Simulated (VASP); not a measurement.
# Ti20Si in VASP: single point with PBE+D3(BJ)

Aim: the single point of Ti20Si with PBE+D3(BJ).

All numbers are computed with VASP 6.6.1; they aren't measurements. Logs are shortened: lines on timing, memory, paths and dates and some standing lists are left out, and cuts for length are marked.

## (1) The cell of the first run

The cell holds a slab with vacuum, 21 atoms: a = 5.772 Å, b = 5.772 Å, c = 26.514 Å, α = 90.00°, β = 90.00°, γ = 120.00°.

## (2) Single point, PBE+D3(BJ)

INCAR reads:

```
PREC = Accurate
ENCUT = 520
EDIFF = 1E-6
ISMEAR = 0
SIGMA = 0.1
LREAL = Auto
LASPH = True
NELM = 100
ALGO = Normal
ISIF = 2
LWAVE = False
LCHARG = True
LDIPOL = True
IDIPOL = 3
DIPOL = 0.5 0.5 0.338
GGA = PE
IVDW = 12
LELF = True
LVHAR = True
LVACPOTAV = True
NBANDS = 138
```

KPOINTS reads:

```
Automatic mesh
0
Gamma
  6 6 1
```

POSCAR reads:

```
Ti20Si
1.0
    5.7723543927      0.0000000000      0.0000000000
   -2.8861771964      4.9990055437      0.0000000000
    0.0000000000      0.0000000000     26.5136816007
Ti Si
20 1
Direct
    0.3333333333      0.1666666667      0.1508655064
    0.3333333333      0.6666666667      0.1508655064
    0.8333333333      0.1666666667      0.1508655064
    0.8333333333      0.6666666667      0.1508655064
    0.1666666667      0.3333333333      0.2371222810
    0.1666666667      0.8333333333      0.2371222810
    0.6666666667      0.3333333333      0.2371222810
    0.6666666667      0.8333333333      0.2371222810
    0.3333333333      0.1666666667      0.3246428138
    0.3333333333      0.6666666667      0.3246428138
    0.8333333333      0.1666666667      0.3246428138
    0.8333333333      0.6666666667      0.3246428138
    0.1666666667      0.3333333333      0.4130984878
    0.1666666667      0.8333333333      0.4130984878
    0.6666666667      0.3333333333      0.4130984878
    0.6666666667      0.8333333333      0.4130984878
    0.3333333333      0.1666666667      0.4946005537
    0.3333333333      0.6666666667      0.4946005537
    0.8333333333      0.1666666667      0.4946005537
    0.8333333333      0.6666666667      0.4946005537
    0.3333333333      0.1666666667      0.6115213211
```

Potentials or basis: VASP PAW PBE potentials, release 64 (Ti_sv, Si).

On the command line:

```
$ cat potpaw_PBE.64/Ti_sv/POTCAR potpaw_PBE.64/Si/POTCAR > POTCAR
$ mpirun -np 1 vasp_std > vasp.out
```

OUTCAR:

```text
PREC = Accurate
   ENCUT = 520
   EDIFF = 1E-6
   ISMEAR = 0
   LREAL = Auto
   LASPH = True
   NELM = 100
   ISIF = 2
   GGA = PE
   IVDW = 12
 IVDW          = 12

 ion  position               nearest neighbor table
   1  0.333  0.167  0.151-   5 2.83   7 2.83   6 2.83   4 2.89   4 2.89   3 2.89   3 2.89   2 2.89
                             2 2.89
   2  0.333  0.667  0.151-   6 2.83   8 2.83   5 2.83   3 2.89   3 2.89   4 2.89   4 2.89   1 2.89
                             1 2.89
   3  0.833  0.167  0.151-   7 2.83   5 2.83   8 2.83   2 2.89   2 2.89   1 2.89   1 2.89   4 2.89
                             4 2.89
   4  0.833  0.667  0.151-   8 2.83   6 2.83   7 2.83   1 2.89   1 2.89   2 2.89   2 2.89   3 2.89
                             3 2.89
   5  0.167  0.333  0.237-   1 2.83   3 2.83   2 2.83   9 2.86  11 2.86  10 2.86   8 2.89   8 2.89
                             7 2.89   7 2.89   6 2.89   6 2.89
   6  0.167  0.833  0.237-   2 2.83   4 2.83   1 2.83  10 2.86  12 2.86   9 2.86   7 2.89   7 2.89
                             8 2.89   8 2.89   5 2.89   5 2.89
   7  0.667  0.333  0.237-   3 2.83   1 2.83   4 2.83  11 2.86   9 2.86  12 2.86   6 2.89   6 2.89
                             5 2.89   5 2.89   8 2.89   8 2.89
   8  0.667  0.833  0.237-   4 2.83   2 2.83   3 2.83  12 2.86  10 2.86  11 2.86   5 2.89   5 2.89
                             6 2.89   6 2.89   7 2.89   7 2.89
   9  0.333  0.167  0.325-   5 2.86   7 2.86   6 2.86  13 2.88  15 2.88  14 2.88  12 2.89  12 2.89
[... 8 lines left out ...]
                            15 2.89  15 2.89  14 2.89  14 2.89
  14  0.167  0.833  0.413-  18 2.73  20 2.73  17 2.73  10 2.88  12 2.88   9 2.88  15 2.89  15 2.89
                            16 2.89  16 2.89  13 2.89  13 2.89
  15  0.667  0.333  0.413-  19 2.73  17 2.73  20 2.73  11 2.88   9 2.88  12 2.88  14 2.89  14 2.89
                            13 2.89  13 2.89  16 2.89  16 2.89
  16  0.667  0.833  0.413-  20 2.73  18 2.73  19 2.73  12 2.88  10 2.88  11 2.88  13 2.89  13 2.89
                            14 2.89  14 2.89  15 2.89  15 2.89
  17  0.333  0.167  0.495-  13 2.73  15 2.73  14 2.73  20 2.89  20 2.89  19 2.89  19 2.89  18 2.89
                            18 2.89
  18  0.333  0.667  0.495-  14 2.73  16 2.73  13 2.73  19 2.89  19 2.89  20 2.89  20 2.89  17 2.89
                            17 2.89
  19  0.833  0.167  0.495-  15 2.73  13 2.73  16 2.73  18 2.89  18 2.89  17 2.89  17 2.89  20 2.89
                            20 2.89
  20  0.833  0.667  0.495-  16 2.73  14 2.73  15 2.73  17 2.89  17 2.89  18 2.89  18 2.89  19 2.89
                            19 2.89
  21  0.333  0.167  0.612-

  LATTYP: Found a hexagonal cell.
 ALAT       =     5.7723543927
 C/A-ratio  =     4.5932179137

  Lattice vectors:

 A1 = (   5.7723543927,   0.0000000000,   0.0000000000)
 A2 = (  -2.8861771964,   4.9990055437,   0.0000000000)
 A3 = (   0.0000000000,   0.0000000000,  26.5136816007)

Analysis of symmetry for initial positions (statically):
=====================================================================
 Subroutine PRICEL returns:
[... 165 lines left out ...]
     AMIX_MAG =   1.60;   BMIX_MAG =  1.00
  volume/ion in A,a.u.               =      36.43       245.86
  Fermi-wavevector in a.u.,A,eV,Ry     =   1.118500  2.113658 17.021456  1.251042
  Thomas-Fermi vector in A             =   2.255131
   LORBIT       =      0    0 simple, 1 ext, 2 COOP (PROOUT), +10 PAW based schemes
   GGA     = PE    functional components
   LHFCALC =     F    Hartree Fock is set to
   AEXX    =    0.0000 exact exchange contribution
   IVDW    =    12    specifies the selected vdW correction
   LEPSILON=     F    determine dielectric tensor
   LRPA    =     F    only Hartree local field effects (RPA)
 non-spin polarized calculation
 Gauss-broadening in eV      SIGMA  =   0.10
  energy-cutoff  :      520.00
  volume of cell :      765.08
 maximum number of plane-waves:     20667
 NGX is ok and might be reduce to    48
   NGX = 21   NGY = 21   NGZ = 99

 dipolmoment           0.000000      0.000000      0.003122 electrons x Angstroem

 number of electron     243.9999978 magnetization

 dipolmoment           0.000000      0.000000     -0.008907 electrons x Angstroem

 Free energy of the ion-electron system (eV)
  ---------------------------------------------------
  ext. energy  EPLUGINS =         0.00000000
  ---------------------------------------------------
  free energy    TOTEN  =      -152.73631097 eV

  energy without entropy =     -152.57327156  energy(sigma->0) =     -152.65479126

 E-fermi :   1.6558     XC(G=0):  -6.2791

 val. band max:        1.6544577270   @ k =   0.5000   0.0000   0.0000
 cond. band min:       1.6611435594   @ k =   0.3333   0.3333   0.0000
 fundamental gap:      0.0066858324
 Fermi energy:         1.6557786544

 k-point     1 :       0.0000    0.0000    0.0000
  band No.  band energies     occupation
      1     -55.2598      2.00000
      2     -55.2242      2.00000
      3     -55.1736      2.00000
      4     -55.1736      2.00000
      5     -55.1293      2.00000
      6     -55.1293      2.00000
[... 948 lines left out ...]
    133       1.9534      0.00003
    134       2.0239      0.00000
 [bands above 134 left out]

------------------------ aborting loop because EDIFF is reached ----------------------------------------

 Edisp (eV)  -10.37075

 E8    (eV) :    -5.0330

  FORCE on cell =-STRESS in cart. coord.  units (eV):
  Direction    XX          YY          ZZ          XY          YZ          ZX
  --------------------------------------------------------------------------------------
  -------------------------------------------------------------------------------------
  Total      -5.48205    -5.48205   -11.72530     0.00000    -0.00000     0.00000
  in kB     -11.48014   -11.48014   -24.55431     0.00000    -0.00000     0.00000
  external pressure =      -15.84 kB  Pullay stress =        0.00 kB

 VOLUME and BASIS-vectors are now :
 -----------------------------------------------------------------------------
  energy-cutoff  :      520.00
  volume of cell :      765.08
      direct lattice vectors                 reciprocal lattice vectors
     5.772354393  0.000000000  0.000000000     0.173239537  0.100019893  0.000000000
    -2.886177196  4.999005544  0.000000000     0.000000000  0.200039786  0.000000000
     0.000000000  0.000000000 26.513681601     0.000000000  0.000000000  0.037716377

 POSITION                                       TOTAL-FORCE (eV/Angst)
 -----------------------------------------------------------------------------------
      1.44309      0.83317      4.00000        -0.000000      0.000000      0.475348
     -0.00000      3.33267      4.00000        -0.006255     -0.003611      0.481836
      4.32927      0.83317      4.00000        -0.000000      0.007222      0.481836
      2.88618      3.33267      4.00000         0.006255     -0.003611      0.481836
      0.00000      1.66634      6.28698        -0.016808      0.009704     -0.489656
     -1.44309      4.16584      6.28698         0.000000     -0.019408     -0.489656
[... 13 lines left out ...]
      2.88618      3.33267     13.11368         0.101253     -0.058459      0.751861
      1.44309      0.83317     16.21368         0.000000     -0.000000     -2.597645
 -----------------------------------------------------------------------------------
    total drift:                               -0.000008      0.000005     -0.107238

  FREE ENERGIE OF THE ION-ELECTRON SYSTEM (eV)
  ---------------------------------------------------
  free  energy   TOTEN  =      -163.1070598192 eV

  energy  without entropy=     -162.9440204129  energy(sigma->0) =     -163.02554012

 vacuum level on the upper side and lower side of the slab         6.163         6.221
```

stdout:

```text
POSCAR found type information on POSCAR TiSi
 POSCAR found :  2 types and      21 ions
 scaLAPACK will be used
 LDA part: xc-table for (Slater+PW92), standard interpolation
 POSCAR, INCAR and KPOINTS ok, starting setup
 FFT: planning ... GRIDC
 FFT: planning ... GRID_SOFT
 FFT: planning ... GRID
 WAVECAR not read
 entering main loop
 -----------------------------------------------------------------------------
|                                                                             |
|           W    W    AA    RRRRR   N    N  II  N    N   GGGG   !!!           |
|           W    W   A  A   R    R  NN   N  II  NN   N  G    G  !!!           |
|           W    W  A    A  R    R  N N  N  II  N N  N  G       !!!           |
|           W WW W  AAAAAA  RRRRR   N  N N  II  N  N N  G  GGG   !            |
|           WW  WW  A    A  R   R   N   NN  II  N   NN  G    G                |
|           W    W  A    A  R    R  N    N  II  N    N   GGGG   !!!           |
|                                                                             |
|     Did not find any points to average over, which means that no vacuum     |
|     field-free region was found. Please increase the size of  your cell     |
|     in the dimension of the dipole correction to obtain accurate            |
|     workfunction values.                                                    |
|                                                                             |
 -----------------------------------------------------------------------------
```

Run time: 80 min. Hardware: 1 thread of Intel Xeon Platinum 8488C (Sapphire Rapids), shared host; peak memory 1.1 GiB.

Results:

- Free energy: -163.1071 eV
- Largest force: 2.598 eV/Å
- Band gap on the k mesh: zero (bands 122 and 123 overlap by 0.79 eV)
- Dispersion energy per atom: -0.494 eV

Forces in eV/Å, atoms in the order of the input:
```
Ti   0.000  0.000  0.475
Ti  -0.006 -0.004  0.482
Ti   0.000  0.007  0.482
Ti   0.006 -0.004  0.482
Ti  -0.017  0.010 -0.490
Ti   0.000 -0.019 -0.490
Ti   0.017  0.010 -0.490
Ti   0.000  0.000 -0.484
Ti   0.000  0.000  0.099
Ti   0.010  0.006  0.049
Ti   0.000 -0.012  0.049
Ti  -0.010  0.006  0.049
Ti  -0.092  0.053 -0.267
Ti   0.000 -0.106 -0.267
Ti   0.092  0.053 -0.267
Ti   0.000  0.000 -0.146
Ti   0.000  0.000  1.074
Ti  -0.101 -0.058  0.752
Ti   0.000  0.117  0.752
Ti   0.101 -0.058  0.752
Si   0.000  0.000 -2.598
```
